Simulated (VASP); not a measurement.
A run of VASP 6.6.1 is set up as follows.

Contents of INCAR:

```
SYSTEM = PbC
ALGO = Normal
EDIFF = 1E-6
ENCUT = 520
GGA = PE
ISIF = 2
ISMEAR = 0
LASPH = .True.
LCHARG = .False.
LREAL = .False.
LWAVE = .False.
NBANDS = 36
NELM = 80
PREC = Accurate
SIGMA = 0.2
```

Contents of KPOINTS:

```
k-points
0
Gamma
  5 5 5
  0 0 0
```

POSCAR

```
PbC
1.0
   -2.7193689426      2.7193689426      4.0373340376
    2.7193689426     -2.7193689426      4.0373340376
    2.7193689426      2.7193689426     -4.0373340376
Pb C
3 3
Direct
    0.7500000000      0.2500000000      0.5000000000
    0.2500000000      0.7500000000      0.5000000000
    0.0000000000      0.0000000000      0.0000000000
    0.3363922014      0.3363922014      0.0000000000
    0.6636077986      0.6636077986      0.0000000000
    0.5000000000      0.5000000000      0.0000000000
```

Potentials or basis: VASP PAW PBE potentials, release 64 (Pb_d, C).

Command:

```console
$ cat potpaw_PBE.64/Pb_d/POTCAR potpaw_PBE.64/C/POTCAR > POTCAR
$ mpirun -np 1 vasp_std > vasp.out
```

**Question.** Estimate the pressure.

**Answer.** 0.3 GPa.

**Question.** Estimate the largest force.

**Answer.** 0.048 eV/Å.

**Question.** Estimate the band gap on the k mesh.

**Answer.** Zero (bands 27 and 28 overlap by 1.19 eV).

Forces on the atoms (eV/Å):
```
Pb   0.000  0.000  0.000
Pb   0.000  0.000  0.000
Pb   0.000  0.000  0.000
C    0.000  0.000 -0.048
C    0.000  0.000  0.048
C    0.000  0.000  0.000
```

Caveat: spin-orbit coupling is left out, which moves the levels of the heavy elements.
